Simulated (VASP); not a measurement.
# CaO (Fm-3m) in VASP: a series of runs, part 3 of 3

VASP 6.6.1. Earlier steps stand in the parts before.

## (6) Single point, PBE

This run uses another cell than the first one, of 13.25 Å³/atom, 1.060 times its volume.

Contents of INCAR:

```
PREC = Accurate ; ENCUT = 600
EDIFF = 1E-6 ; ISMEAR = 0
SIGMA = 0.01 ; LREAL = False
LASPH = True ; NELM = 120
ALGO = Normal ; ISIF = 2
LWAVE = False ; LCHARG = False
GGA = PE ; NBANDS = 15
GGA_COMPAT = False
```

Contents of KPOINTS:

```
Automatic mesh
0
Gamma
  4 4 4
```

Contents of POSCAR:

```
CaO
1.0
    0.0000000000      2.3663429300      2.3663429300
    2.3663429300      0.0000000000      2.3663429300
    2.3663429300      2.3663429300      0.0000000000
Ca O
1 1
Direct
    0.0000000000      0.0000000000      0.0000000000
    0.5000000000      0.5000000000      0.5000000000
```

Potentials or basis: VASP PAW PBE potentials, release 64 (Ca_sv, O).

Started as:

```bash
$ cat potpaw_PBE.64/Ca_sv/POTCAR potpaw_PBE.64/O/POTCAR > POTCAR
$ mpirun -np 1 vasp_std > vasp.out
```

OUTCAR:

```text
PREC = Accurate
   ENCUT = 600
   EDIFF = 1E-6
   ISMEAR = 0
   LREAL = False
   LASPH = True
   NELM = 120
   ISIF = 2
   GGA = PE

 ion  position               nearest neighbor table
   1  0.000  0.000  0.000-   2 2.37   2 2.37   2 2.37   2 2.37   2 2.37   2 2.37
   2  0.500  0.500  0.500-   1 2.37   1 2.37   1 2.37   1 2.37   1 2.37   1 2.37

  LATTYP: Found a face centered cubic cell.
 ALAT       =     4.7326858600

  Lattice vectors:

 A1 = (   0.0000000000,   2.3663429300,   2.3663429300)
 A2 = (   2.3663429300,   0.0000000000,   2.3663429300)
 A3 = (   2.3663429300,   2.3663429300,   0.0000000000)

Analysis of symmetry for initial positions (statically):
=====================================================================
 Subroutine PRICEL returns:
 Original cell was already a primitive cell.

 Routine SETGRP: Setting up the symmetry group for a
 face centered cubic supercell.

 Subroutine GETGRP returns: Found 48 space group operations
 (whereof 48 operations were pure point group operations)
 out of a pool of 48 trial point group operations.

The static configuration has the point symmetry O_h .

Analysis of symmetry for dynamics (positions and initial velocities):
=====================================================================
 Subroutine PRICEL returns:
 Original cell was already a primitive cell.

 Routine SETGRP: Setting up the symmetry group for a
 face centered cubic supercell.

 Subroutine GETGRP returns: Found 48 space group operations
 (whereof 48 operations were pure point group operations)
 out of a pool of 48 trial point group operations.

The dynamic configuration has the point symmetry O_h .

 Subroutine INISYM returns: Found 48 space group operations
 (whereof 48 operations are pure point group operations),
 and found     1 'primitive' translations

----------------------------------------------------------------------------------------

                                     Primitive cell

  volume of cell :      26.5010

  direct lattice vectors                    reciprocal lattice vectors
     0.000000000  2.366342930  2.366342930    -0.211296509  0.211296509  0.211296509
     2.366342930  0.000000000  2.366342930     0.211296509 -0.211296509  0.211296509
[... 103 lines left out ...]
 maximum number of plane-waves:       896
 NGX is ok and might be reduce to    28
   NGX = 13   NGY = 13   NGZ = 13

 number of electron      15.9999998 magnetization

 Free energy of the ion-electron system (eV)
  ---------------------------------------------------
  ext. energy  EPLUGINS =         0.00000000
  ---------------------------------------------------
  free energy    TOTEN  =       -12.75811265 eV

  energy without entropy =      -12.75811265  energy(sigma->0) =      -12.75811265

 E-fermi :   2.6765     XC(G=0): -10.7021

 val. band max:        2.6267138310   @ k =   0.0000   0.0000   0.0000
 cond. band min:       6.2370612063   @ k =   0.5000   0.5000   0.0000
 fundamental gap:      3.6103473753
 Fermi energy:         2.6765035333

 k-point     1 :       0.0000    0.0000    0.0000
  band No.  band energies     occupation
      1     -34.8340      2.00000
      2     -15.5610      2.00000
      3     -15.5610      2.00000
      4     -15.5610      2.00000
      5     -12.9966      2.00000
      6       2.6267      2.00000
      7       2.6267      2.00000
      8       2.6267      2.00000
      9       7.7229      0.00000
     10       8.9555      0.00000
     11       8.9555      0.00000
     12       8.9555      0.00000
     13      10.5417      0.00000
     14      10.5417      0.00000
[... 113 lines left out ...]
      2     -16.0893      2.00000
      3     -16.0491      2.00000
      4     -16.0491      2.00000
      5     -12.2751      2.00000
      6       1.2638      2.00000
      7       1.5688      2.00000
      8       1.5688      2.00000
      9       9.0772      0.00000
     10       9.0772      0.00000
     11      11.3319      0.00000
     12      12.4741      0.00000
     13      12.9514      0.00000
     14      17.1142      0.00000
     15      17.3201      0.00000

------------------------ aborting loop because EDIFF is reached ----------------------------------------

  FORCE on cell =-STRESS in cart. coord.  units (eV):
  Direction    XX          YY          ZZ          XY          YZ          ZX
  --------------------------------------------------------------------------------------
  -------------------------------------------------------------------------------------
  Total        1.3347384      1.3347384      1.3347384     -0.0000000      0.0000000      0.0000000
  in kB       80.6944578     80.6944578     80.6944578     -0.0000000      0.0000000      0.0000000
  external PRESSURE =      80.6944578 kB  Pullay stress =       0.0000000 kB

 VOLUME and BASIS-vectors are now :
 -----------------------------------------------------------------------------
  energy-cutoff  :      600.00
  volume of cell :       26.50
      direct lattice vectors                 reciprocal lattice vectors
     0.000000000  2.366342930  2.366342930    -0.211296509  0.211296509  0.211296509
     2.366342930  0.000000000  2.366342930     0.211296509 -0.211296509  0.211296509
     2.366342930  2.366342930  0.000000000     0.211296509  0.211296509 -0.211296509

 POSITION                                       TOTAL-FORCE (eV/Angst)
 -----------------------------------------------------------------------------------
      0.00000      0.00000      0.00000         0.000000      0.000000      0.000000
      2.36634      2.36634      2.36634        -0.000000     -0.000000     -0.000000
 -----------------------------------------------------------------------------------
    total drift:                                0.000000      0.000000      0.000000

  FREE ENERGIE OF THE ION-ELECTRON SYSTEM (eV)
  ---------------------------------------------------
  free  energy   TOTEN  =       -12.7581126546 eV

  energy  without entropy=      -12.7581126546  energy(sigma->0) =      -12.75811265
```

OSZICAR:

```text
N       E                     dE             d eps       ncg     rms          rms(c)
DAV:   1     0.131949045797E+03    0.13195E+03   -0.93205E+03   240   0.125E+03
DAV:   2    -0.971719845709E+01   -0.14167E+03   -0.13515E+03   303   0.307E+02
DAV:   3    -0.143827224117E+02   -0.46655E+01   -0.46466E+01   268   0.585E+01
DAV:   4    -0.144807776367E+02   -0.98055E-01   -0.98036E-01   358   0.732E+00
DAV:   5    -0.144816144439E+02   -0.83681E-03   -0.83679E-03   269   0.476E-01    0.857E+00
DAV:   6    -0.128229263831E+02    0.16587E+01   -0.48712E+00   255   0.218E+01    0.341E+00
DAV:   7    -0.127622676117E+02    0.60659E-01   -0.39404E-01   289   0.656E+00    0.180E+00
DAV:   8    -0.127598408314E+02    0.24268E-02   -0.77130E-02   303   0.299E+00    0.482E-01
DAV:   9    -0.127575517306E+02    0.22891E-02   -0.54167E-03   247   0.659E-01    0.109E-01
DAV:  10    -0.127581333208E+02   -0.58159E-03   -0.63801E-04   254   0.236E-01    0.361E-02
DAV:  11    -0.127581135760E+02    0.19745E-04   -0.53981E-05   317   0.823E-02    0.718E-03
DAV:  12    -0.127581126546E+02    0.92141E-06   -0.60146E-06   261   0.257E-02
   1 F= -.12758113E+02 E0= -.12758113E+02  d E =-.453035E-14
```

stdout:

```text
POSCAR found type information on POSCAR CaO
 POSCAR found :  2 types and       2 ions
 scaLAPACK will be used
 LDA part: xc-table for (Slater+PW92), standard interpolation
 POSCAR, INCAR and KPOINTS ok, starting setup
 FFT: planning ... GRIDC
 FFT: planning ... GRID_SOFT
 FFT: planning ... GRID
 WAVECAR not read
 entering main loop
```

Wall time 3.4 s (1 thread of Intel Xeon 6975P-C (Granite Rapids), shared host); peak memory 0.15 GiB.

Results:

| Item | Value |
| --- | --- |
| Free energy | -12.7581 eV |
| Pressure | 8.1 GPa |
| Band gap on the k mesh | 3.61 eV, indirect (least direct gap 3.97 eV) |

Levels at points of the mesh, in eV from the valence-band top:
```tsv
k point	band 4	band 5	band 6	band 7	band 8	band 9	band 10	band 11	band 12	band 13
(0.00, 0.00, 0.00)	-18.19	-15.62	0.00	0.00	0.00	5.10	6.33	6.33	6.33	7.92
(0.50, 0.00, 0.00)	-18.25	-14.22	-2.75	-1.30	-1.30	7.26	8.60	8.60	8.86	10.81
(0.50, 0.50, 0.00)	-18.45	-15.39	-1.28	-0.36	-0.36	3.61	8.39	9.15	9.84	9.84
```

Caveat: the k points lie up to 0.57 Å⁻¹ apart.

## (7) Summary

| cell | gap on the mesh (eV) | pressure (GPa) |
| --- | --- | --- |
| a = 3.282 Å, angles 60.0°, 2 atoms | 3.57 | 17.3 |
| a = 3.215 Å, angles 60.0°, 2 atoms | 3.50 | 29.6 |
| a = 3.347 Å, angles 60.0°, 2 atoms | 3.61 | 8.1 |

Alike in all rows: task single point; level PBE; potentials or basis VASP PAW PBE potentials, release 64 (Ca_sv, O); no spin polarisation; k mesh 4 × 4 × 4; cutoff (eV) 600; smearing gaussian 0.01 eV.

Caveats: all runs use coarse meshes.

Total energies depend on the potentials used, so only differences within one code and one set of settings carry meaning.
